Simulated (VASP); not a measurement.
CsH: single point with LDA

The system is CsH.

```
Cs H
1.0
     0.00000    2.57469    2.57469
     2.57469    0.00000    2.57469
     2.57469    2.57469    0.00000
Cs H
1 1
Cartesian
  0.0000 0.0000 0.0000
  2.5747 2.5747 2.5747
```

* Program: VASP 6.6.1
* Task: single point
* Functional: LDA
* Potentials or basis: VASP PAW LDA potentials, release 64 (Cs_sv, H)
* Cutoff: 500 eV
* k mesh: 4 × 4 × 4
* Occupations: methfessel-paxton, width 0.02 eV
* Spin: no spin polarisation
* Dipole correction: no
* Further INCAR settings: ALGO = Normal; EDIFF = 1e-06; NBANDS = 12

```json
{
 "Pressure": "16.1 GPa",
 "Band gap on the k mesh": "0.40 eV (least direct gap 0.49 eV)"
}
```

Levels at points of the mesh, in eV from the valence-band top:
```csv
k point,band 3,band 4,band 5,band 6,band 7,band 8
"(0.00, 0.00, 0.00)",-7.91,-7.91,-3.20,4.21,4.21,4.21
"(0.50, 0.00, 0.00)",-8.35,-8.35,0.00,0.49,3.47,3.47
"(0.50, 0.50, 0.00)",-9.26,-9.26,-4.19,0.40,9.03,10.68
```

Run time: 5 s on 1 thread of Intel(R) Xeon(R) 6975P-C (Granite Rapids) (shared host), peak memory 0.13 GiB.

Caveat: the k points lie up to 0.53 Å⁻¹ apart; spin-orbit coupling is left out, which moves the levels of the heavy elements. LDA gaps usually lie below the measured ones, often by a third to a half.
